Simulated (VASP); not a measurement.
# Ti (P6/mmm) in VASP: a series of runs

Runs on Ti. Level: r2SCAN. Tasks: single point.

All numbers are computed with VASP 6.6.1; they aren't measurements. Logs are shortened: lines on timing, memory, paths and dates and some standing lists are left out, and cuts for length are marked.

### 1 The cell of the first run

Symmetry: P6/mmm, No. 191, hexagonal system. The conventional cell has a = 4.567 Å, b = 4.567 Å, c = 2.826 Å, α = 90.00°, β = 90.00°, γ = 120.00°. Within 3.7 Å of Ti (site symmetry 6/mmm) lie 14 Ti at 2.83 to 2.99 Å. Within 3.5 Å of Ti (site symmetry -6m2) lie 11 Ti at 2.64 to 2.99 Å.

### 2 Single point, r2SCAN

POSCAR reads:

```
Ti
1.0
    4.5673748300      0.0000000000      0.0000000000
   -2.2836874200      3.9554626300      0.0000000000
    0.0000000000      0.0000000000      2.8262442700
Ti
3
Direct
    0.0000000000      0.0000000000      0.0000000000
    0.3333333300      0.6666666700      0.5000000000
    0.6666666700      0.3333333300      0.5000000000
```

INCAR.step1 reads:

```
PREC = Accurate ; ENCUT = 520
ISMEAR = 0 ; SIGMA = 0.1
LREAL = F ; LASPH = T
NELM = 60 ; NBANDS = 25
GGA = PE ; ALGO = Normal
EDIFF = 1E-4 ; LWAVE = T
LCHARG = F
```

INCAR.step2 reads:

```
PREC = Accurate ; ENCUT = 520
EDIFF = 1E-6 ; ISMEAR = 0
SIGMA = 0.1 ; LREAL = F
LASPH = T ; NELM = 60
ALGO = Normal ; ISIF = 2
LWAVE = F ; LCHARG = F
METAGGA = R2SCAN ; LMIXTAU = T
NBANDS = 25 ; ISTART = 1
```

KPOINTS reads:

```
Automatic mesh
0
Gamma
  6 6 6
```

Potentials or basis: VASP PAW PBE potentials, release 64 (Ti_sv).

Started as:

```bash
> cat potpaw_PBE.64/Ti_sv/POTCAR > POTCAR
> cp INCAR.step1 INCAR
> mpirun -np 1 vasp_std > vasp.out
> cp INCAR.step2 INCAR
> mpirun -np 1 vasp_std > vasp.out
```

OUTCAR:

```text
PREC = Accurate
   ENCUT = 520
   EDIFF = 1E-6
   ISMEAR = 0
   LREAL = F
   LASPH = T
   NELM = 60
   ISIF = 2
   METAGGA = R2SCAN
   ISTART = 1

 ion  position               nearest neighbor table
   1  0.000  0.000  0.000-
   2  0.333  0.667  0.500-   3 2.64   3 2.64   3 2.64
   3  0.667  0.333  0.500-   2 2.64   2 2.64   2 2.64

  LATTYP: Found a hexagonal cell.
 ALAT       =     4.5673748300
 C/A-ratio  =     0.6187896495

  Lattice vectors:

 A1 = (   4.5673748300,   0.0000000000,   0.0000000000)
 A2 = (  -2.2836874200,   3.9554626300,   0.0000000000)
 A3 = (   0.0000000000,   0.0000000000,   2.8262442700)

Analysis of symmetry for initial positions (statically):
=====================================================================
 Subroutine PRICEL returns:
 Original cell was already a primitive cell.

 Routine SETGRP: Setting up the symmetry group for a
 hexagonal supercell.

 Subroutine GETGRP returns: Found 24 space group operations
 (whereof 24 operations were pure point group operations)
 out of a pool of 24 trial point group operations.

The static configuration has the point symmetry D_6h.

Analysis of symmetry for dynamics (positions and initial velocities):
=====================================================================
 Subroutine PRICEL returns:
 Original cell was already a primitive cell.

 Routine SETGRP: Setting up the symmetry group for a
 hexagonal supercell.

 Subroutine GETGRP returns: Found 24 space group operations
 (whereof 24 operations were pure point group operations)
 out of a pool of 24 trial point group operations.

The dynamic configuration has the point symmetry D_6h.

 Subroutine INISYM returns: Found 24 space group operations
 (whereof 24 operations are pure point group operations),
 and found     1 'primitive' translations

----------------------------------------------------------------------------------------

                                     Primitive cell

  volume of cell :      51.0592

  direct lattice vectors                    reciprocal lattice vectors
     4.567374830  0.000000000  0.000000000     0.218944150  0.126407464  0.000000000
    -2.283687420  3.955462630  0.000000000     0.000000000  0.252814928  0.000000000
     0.000000000  0.000000000  2.826244270     0.000000000  0.000000000  0.353826458

  length of vectors
     4.567374830  4.567374831  2.826244270     0.252814928  0.252814928  0.353826458

  position of ions in fractional coordinates (direct lattice)
     0.000000000  0.000000000  0.000000000
     0.333333330  0.666666670  0.500000000
     0.666666670  0.333333330  0.500000000

  ion indices of the primitive-cell ions
   primitive index   ion index
                 1           1
                 2           2
                 3           3

----------------------------------------------------------------------------------------

 KPOINTS: Automatic mesh

Automatic generation of k-mesh.
 Grid dimensions read from file:
 generate k-points for:    6    6    6

 Generating k-lattice:

  Cartesian coordinates                     Fractional coordinates (reciprocal lattice)
     0.036490692  0.021067911  0.000000000     0.166666667  0.000000000  0.000000000
     0.000000000  0.042135821  0.000000000     0.000000000  0.166666667  0.000000000
     0.000000000  0.000000000  0.058971076     0.000000000  0.000000000  0.166666667

  Length of vectors
     0.042135821  0.042135821  0.058971076

  Shift w.r.t. Gamma in fractional coordinates (k-lattice)
     0.000000000  0.000000000  0.000000000

 Subroutine IBZKPT returns following result:
 ===========================================

 Found     28 irreducible k-points:

 Following reciprocal coordinates:
            Coordinates               Weight
  0.000000  0.000000  0.000000      1.000000
  0.166667 -0.000000  0.000000      6.000000
  0.333333  0.000000  0.000000      6.000000
  0.500000  0.000000  0.000000      3.000000
  0.166667  0.166667  0.000000      6.000000
  0.333333  0.166667  0.000000     12.000000
[... 16 lines left out ...]
  0.166667 -0.000000  0.500000      6.000000
  0.333333  0.000000  0.500000      6.000000
 [... further k-points ...]
   k-points           NKPTS =     28   k-points in BZ     NKDIM =     28   number of bands    NBANDS=     25
   number of dos      NEDOS =    301   number of ions     NIONS =      3
   total plane-waves  NPLWV =  31104
   dimension x,y,z NGX =    36 NGY =   36 NGZ =   24
   dimension x,y,z NGXF=    72 NGYF=   72 NGZF=   48
   ions per type =               3
   NGX,Y,Z   is equivalent  to a cutoff of  13.10, 13.10, 14.12 a.u.
   NGXF,Y,Z  is equivalent  to a cutoff of  26.21, 26.21, 28.23 a.u.
 SYSTEM =  unknown system
   PREC   = accura    normal or accurate (medium, high low for compatibility)
   ISTART =      1    job   : 0-new  1-cont  2-samecut
   ICHARG =      0    charge: 1-file 2-atom 10-const
   ISPIN  =      1    spin polarized calculation?
   LNONCOLLINEAR =      F non collinear calculations
   LSORBIT =      F    spin-orbit coupling
   LASPH  =      T    aspherical Exc in radial PAW
   ENCUT  =  520.0 eV  38.22 Ry    6.18 a.u.   8.49  8.49  5.25*2*pi/ulx,y,z
   NELM   =     60;   NELMIN=  2; NELMDL=  0     # of ELM steps
   EDIFF  = 0.1E-05   stopping-criterion for ELM
   LREAL  =      F    real-space projection
   EDIFFG = 0.1E-04   stopping-criterion for IOM
   NSW    =      0    number of steps for IOM
   IBRION =     -1    ionic relax: 0-MD 1-quasi-New 2-CG
   NFREE  =      0    steps in history (QN), initial steepest desc. (CG)
   ISIF   =      2    stress and relaxation
   ISYM   =      2    0-nonsym 1-usesym 2-fastsym
   POTIM  = 0.5000    time-step for ionic-motion
   TEBEG  =    0.0;   TEEND  =   0.0 temperature during run
   PSTRESS=    0.0 pullay stress
   NELECT =      36.0000    total number of electrons
   NUPDOWN=      -1.0000    fix difference up-down
   EMIN   =  10.00;   EMAX   =-10.00  energy-range for DOS
   EFERMI =   0.00;   METHOD = LEGACY
   ISMEAR =     0;   SIGMA  =   0.10  broadening in eV -4-tet -1-fermi 0-gaus
   EFERMI_NEDOS =   21; number of points for ismear=-14 and -15
   IALGO  =     38    algorithm
   IMIX   =      4    mixing-type and parameters
     AMIX     =   0.40;   BMIX     =  1.00
     AMIX_MAG =   1.60;   BMIX_MAG =  1.00
  volume/ion in A,a.u.               =      17.02       114.85
  Fermi-wavevector in a.u.,A,eV,Ry     =   1.457084  2.753489 28.886426  2.123092
  Thomas-Fermi vector in A             =   2.573926
   LORBIT       =      0    0 simple, 1 ext, 2 COOP (PROOUT), +10 PAW based schemes
   METAGGA = R2SCAN    functional components
   LHFCALC =     F    Hartree Fock is set to
   AEXX    =    0.0000 exact exchange contribution
   IVDW    =     0    specifies the selected vdW correction
   LEPSILON=     F    determine dielectric tensor
   LRPA    =     F    only Hartree local field effects (RPA)
 non-spin polarized calculation
 Gauss-broadening in eV      SIGMA  =   0.10
  energy-cutoff  :      520.00
  volume of cell :       51.06
 maximum number of plane-waves:      1402
 NGX is ok and might be reduce to    36
   NGX = 17   NGY = 17   NGZ = 11

 number of electron      35.9999989 magnetization

 Free energy of the ion-electron system (eV)
  ---------------------------------------------------
  ext. energy  EPLUGINS =         0.00000000
  ---------------------------------------------------
  free energy    TOTEN  =       -38.91322406 eV

  energy without entropy =      -38.90033667  energy(sigma->0) =      -38.90678037

 E-fermi :   8.5007     XC(G=0): -12.5042

 val. band max:        8.4876406954   @ k =   0.3333   0.1667   0.0000
 cond. band min:       8.5290271618   @ k =   0.0000   0.0000   0.0000
 fundamental gap:      0.0413864664
 Fermi energy:         8.5006939514

 k-point     1 :       0.0000    0.0000    0.0000
  band No.  band energies     occupation
      1     -50.7562      2.00000
      2     -50.5090      2.00000
      3     -50.3412      2.00000
      4     -26.0230      2.00000
      5     -26.0230      2.00000
      6     -25.9530      2.00000
[... 17 lines left out ...]
     24      10.4541      0.00000
     25      10.5805      0.00000

 k-point     2 :       0.1667   -0.0000    0.0000
  band No.  band energies     occupation
      1     -50.7518      2.00000
      2     -50.5026      2.00000
      3     -50.3524      2.00000
      4     -26.1076      2.00000
      5     -26.0778      2.00000
      6     -25.8659      2.00000
[... 17 lines left out ...]
     24      10.1808      0.00000
     25      11.0449      0.00000

 k-point     3 :       0.3333    0.0000    0.0000
  band No.  band energies     occupation
      1     -50.7434      2.00000
      2     -50.4834      2.00000
      3     -50.3807      2.00000
      4     -26.1880      2.00000
      5     -26.0571      2.00000
      6     -25.7800      2.00000
[... 17 lines left out ...]
     24      10.7689      0.00000
     25      11.3420      0.00000

 k-point     4 :       0.5000    0.0000    0.0000
  band No.  band energies     occupation
      1     -50.7394      2.00000
      2     -50.4661      2.00000
      3     -50.4024      2.00000
      4     -26.2176      2.00000
      5     -25.9912      2.00000
      6     -25.8264      2.00000
[... 17 lines left out ...]
     24      10.7004      0.00000
     25      11.3719      0.00000
[... 477 lines left out ...]
 k-point    22 :       0.0000    0.0000    0.5000
  band No.  band energies     occupation
      1     -50.6813      2.00000
      2     -50.4670      2.00000
      3     -50.2860      2.00000
      4     -26.0647      2.00000
      5     -25.9766      2.00000
      6     -25.9072      2.00000
[... 17 lines left out ...]
     24      11.6902      0.00000
     25      12.1786      0.00000

 k-point    23 :       0.1667   -0.0000    0.5000
  band No.  band energies     occupation
      1     -50.6812      2.00000
      2     -50.4564      2.00000
      3     -50.2968      2.00000
      4     -26.0815      2.00000
      5     -26.0307      2.00000
      6     -25.9075      2.00000
[... 17 lines left out ...]
     24      11.6869      0.00000
     25      11.7516      0.00000

 k-point    24 :       0.3333    0.0000    0.5000
  band No.  band energies     occupation
      1     -50.6811      2.00000
      2     -50.4291      2.00000
      3     -50.3246      2.00000
      4     -26.1277      2.00000
      5     -26.0779      2.00000
      6     -25.9261      2.00000
[... 17 lines left out ...]
     24      11.7216      0.00000
     25      11.7946      0.00000

 [... further k-points ...]
[... 5 lines left out ...]
  --------------------------------------------------------------------------------------
  -------------------------------------------------------------------------------------
  Total        0.1486086      0.1486086      0.0733295     -0.0000000      0.0000000      0.0000000
  in kB        4.6631661      4.6631661      2.3009938     -0.0000000      0.0000000      0.0000000
  external PRESSURE =       3.8757753 kB  Pullay stress =       0.0000000 kB

 VOLUME and BASIS-vectors are now :
 -----------------------------------------------------------------------------
  energy-cutoff  :      520.00
  volume of cell :       51.06
      direct lattice vectors                 reciprocal lattice vectors
     4.567374830  0.000000000  0.000000000     0.218944150  0.126407464  0.000000000
    -2.283687420  3.955462630  0.000000000     0.000000000  0.252814928  0.000000000
     0.000000000  0.000000000  2.826244270     0.000000000  0.000000000  0.353826458

 POSITION                                       TOTAL-FORCE (eV/Angst)
 -----------------------------------------------------------------------------------
      0.00000      0.00000      0.00000         0.000000      0.000000      0.000000
     -0.00000      2.63698      1.41312        -0.000000      0.000000      0.000000
      2.28369      1.31849      1.41312         0.000000     -0.000000      0.000000
 -----------------------------------------------------------------------------------
    total drift:                               -0.000000      0.000000      0.000000

  FREE ENERGIE OF THE ION-ELECTRON SYSTEM (eV)
  ---------------------------------------------------
  free  energy   TOTEN  =       -38.9132240604 eV

  energy  without entropy=      -38.9003366744  energy(sigma->0) =      -38.90678037
```

It took 1.9 min on 1 thread of Intel Xeon 6975P-C, shared host; peak memory 0.19 GiB.

What came out:

```
Free energy            : -38.9132 eV
Pressure               : 0.4 GPa
Band gap on the k mesh : zero (band 18 reaches 8.67 eV, above the bottom of band 19 at 8.43 eV)
```

Caveat: the k points lie up to 0.37 Å⁻¹ apart; the PAW data sets were made with another functional, which shifts forces and pressure a little.

### 3 Single point, r2SCAN

POSCAR reads:

```
Ti
1.0
    4.5687343789      0.0000000029      0.0000000000
   -2.2843671919      3.9566400338      0.0000000000
    0.0000000000      0.0000000000      2.8249365416
Ti
3
Direct
    0.0000000000      0.0000000000      0.0000000000
    0.3333333333      0.6666666667      0.5000000000
    0.6666666667      0.3333333333      0.5000000000
```

INCAR.step1 reads:

```
ALGO     = Normal         # electronic algorithm
EDIFF    = 1E-4           # SCF threshold, eV
ENCUT    = 520            # plane-wave cutoff, eV
GGA      = PE             # functional
ISMEAR   = 0              # smearing method
LASPH    = True           # aspherical terms in the spheres
LCHARG   = False          # write CHGCAR
LREAL    = False          # projectors in reciprocal space
LWAVE    = True           # write WAVECAR
NBANDS   = 25             # bands
NELM     = 60             # most SCF steps
PREC     = Accurate       # precision mode
SIGMA    = 0.1            # smearing width, eV
```

INCAR.step2 reads:

```
ALGO     = Normal         # electronic algorithm
EDIFF    = 1E-6           # SCF threshold, eV
ENCUT    = 520            # plane-wave cutoff, eV
ISIF     = 2              # what is computed and relaxed
ISMEAR   = 0              # smearing method
ISTART   = 1            
LASPH    = True           # aspherical terms in the spheres
LCHARG   = True           # write CHGCAR
LELF     = True           # ELF
LMIXTAU  = True         
LREAL    = False          # projectors in reciprocal space
LVHAR    = True         
LWAVE    = False          # write WAVECAR
METAGGA  = R2SCAN         # meta-GGA
NBANDS   = 25             # bands
NELM     = 60             # most SCF steps
PREC     = Accurate       # precision mode
SIGMA    = 0.1            # smearing width, eV
```

KPOINTS reads:

```
k-points
0
Gamma
  12 12 14
```

Potentials or basis: VASP PAW PBE potentials, release 64 (Ti_sv).

Started as:

```bash
> cat potpaw_PBE.64/Ti_sv/POTCAR > POTCAR
> cp INCAR.step1 INCAR
> mpirun -np 1 vasp_std > vasp.out
> cp INCAR.step2 INCAR
> mpirun -np 1 vasp_std > vasp.out
```

It took 8.2 min on 1 thread of Intel Xeon 6975P-C, shared host; peak memory 0.29 GiB.

The run converged. Its results:

| Property | Result |
| --- | --- |
| Free energy | -38.9051 eV |
| Pressure | 0.4 GPa |
| Band gap on the k mesh | zero (band 18 reaches 8.67 eV, above the bottom of band 19 at 8.45 eV) |

Levels at points of the mesh, in eV from the Fermi level:
| k point | band 15 | band 16 | band 17 | band 18 | band 19 | band 20 | band 21 | band 22 |
| --- | --- | --- | --- | --- | --- | --- | --- | --- |
| (0.00, 0.00, 0.00) | -0.80 | -0.80 | -0.77 | -0.77 | 0.02 | 0.82 | 1.44 | 1.44 |
| (0.50, 0.00, 0.00) | -2.77 | -0.42 | -0.35 | -0.35 | 0.09 | 0.63 | 0.94 | 1.16 |
| (0.00, 0.00, 0.50) | -2.20 | -1.98 | -1.79 | -1.79 | 1.14 | 1.14 | 1.39 | 1.39 |
| (0.50, 0.00, 0.50) | -1.82 | -1.28 | -0.85 | -0.75 | 0.46 | 0.91 | 0.92 | 1.16 |

Caveat: the PAW data sets were made with another functional, which shifts forces and pressure a little.

### 4 Single point, r2SCAN

This run uses another cell than the first one, of 17.06 Å³/atom, 1.002 times its volume.

POSCAR reads:

```
Ti
1.0
    4.5735639363      0.0000000029      0.0000000000
   -2.2867819706      3.9608225533      0.0000000000
    0.0000000000      0.0000000000      2.8253389638
Ti
3
Direct
    0.0000000000      0.0000000000      0.0000000000
    0.3333333333      0.6666666667      0.5000000000
    0.6666666667      0.3333333333      0.5000000000
```

INCAR.step1 reads:

```
PREC     = Accurate       # precision mode
ENCUT    = 520            # plane-wave cutoff, eV
ISMEAR   = -1             # smearing method
SIGMA    = 0.15           # smearing width, eV
LREAL    = F              # projectors in reciprocal space
LASPH    = T              # aspherical terms in the spheres
NELM     = 60             # most SCF steps
NBANDS   = 25             # bands
GGA      = PE             # functional
ALGO     = Normal         # electronic algorithm
EDIFF    = 1E-4           # SCF threshold, eV
LWAVE    = T              # write WAVECAR
LCHARG   = F              # write CHGCAR
```

INCAR.step2 reads:

```
PREC     = Accurate       # precision mode
ENCUT    = 520            # plane-wave cutoff, eV
EDIFF    = 1E-7           # SCF threshold, eV
ISMEAR   = -1             # smearing method
SIGMA    = 0.15           # smearing width, eV
LREAL    = F              # projectors in reciprocal space
LASPH    = T              # aspherical terms in the spheres
NELM     = 60             # most SCF steps
ALGO     = Normal         # electronic algorithm
ISIF     = 2              # what is computed and relaxed
LWAVE    = F              # write WAVECAR
LCHARG   = T              # write CHGCAR
METAGGA  = R2SCAN         # meta-GGA
LMIXTAU  = T            
LELF     = T              # ELF
LVHAR    = T            
NBANDS   = 25             # bands
ISTART   = 1
```

KPOINTS reads:

```
Automatic mesh
0
Gamma
  12 12 14
```

Started as:

```bash
> cat potpaw_PBE.64/Ti_sv/POTCAR > POTCAR
> cp INCAR.step1 INCAR
> mpirun -np 1 vasp_std > vasp.out
> cp INCAR.step2 INCAR
> mpirun -np 1 vasp_std > vasp.out
```

Wall time 9.3 min (1 thread of Intel Xeon 6975P-C, shared host); peak memory 0.29 GiB.

The run converged. Its results:

| Property | Result |
| --- | --- |
| Free energy | -38.9983 eV |
| Pressure | 0.4 GPa |
| Band gap on the k mesh | zero (band 18 reaches 8.65 eV, above the bottom of band 19 at 8.44 eV) |

Levels at points of the mesh, in eV from the Fermi level:
| k point | band 14 | band 15 | band 16 | band 17 | band 18 | band 19 | band 20 | band 21 | band 22 | band 23 |
| --- | --- | --- | --- | --- | --- | --- | --- | --- | --- | --- |
| (0.00, 0.00, 0.00) | -1.99 | -0.76 | -0.76 | -0.73 | -0.73 | 0.04 | 0.86 | 1.48 | 1.48 | 2.02 |
| (0.50, 0.00, 0.00) | -3.84 | -2.73 | -0.39 | -0.32 | -0.31 | 0.14 | 0.67 | 0.95 | 1.21 | 2.12 |
| (0.00, 0.00, 0.50) | -2.16 | -2.16 | -1.95 | -1.73 | -1.73 | 1.16 | 1.16 | 1.42 | 1.42 | 3.25 |
| (0.50, 0.00, 0.50) | -2.20 | -1.79 | -1.23 | -0.82 | -0.71 | 0.51 | 0.94 | 0.98 | 1.19 | 2.42 |

Caveat: the PAW data sets were made with another functional, which shifts forces and pressure a little.

### 5 Overview

| cell | k mesh | smearing | gap on the mesh (eV) | pressure (GPa) |
| --- | --- | --- | --- | --- |
| a = 4.567, b = 4.567, c = 2.826 Å, angles 90.0, 90.0, 120.0°, 3 atoms | 6 × 6 × 6 | gaussian 0.1 eV | none | 0.4 |
| a = 4.569, b = 4.569, c = 2.825 Å, angles 90.0, 90.0, 120.0°, 3 atoms | 12 × 12 × 14 | gaussian 0.1 eV | none | 0.4 |
| a = 4.574, b = 4.574, c = 2.825 Å, angles 90.0, 90.0, 120.0°, 3 atoms | 12 × 12 × 14 | fermi-dirac 0.15 eV | none | 0.4 |

Alike in all rows: task single point; level r2SCAN; potentials or basis VASP PAW PBE potentials, release 64 (Ti_sv); no spin polarisation; cutoff (eV) 520.

Caveats: some runs use coarse meshes; the PAW data sets were made with another functional, which shifts forces and pressure a little.

Total energies depend on the potentials used, so only differences within one code and one set of settings carry meaning.
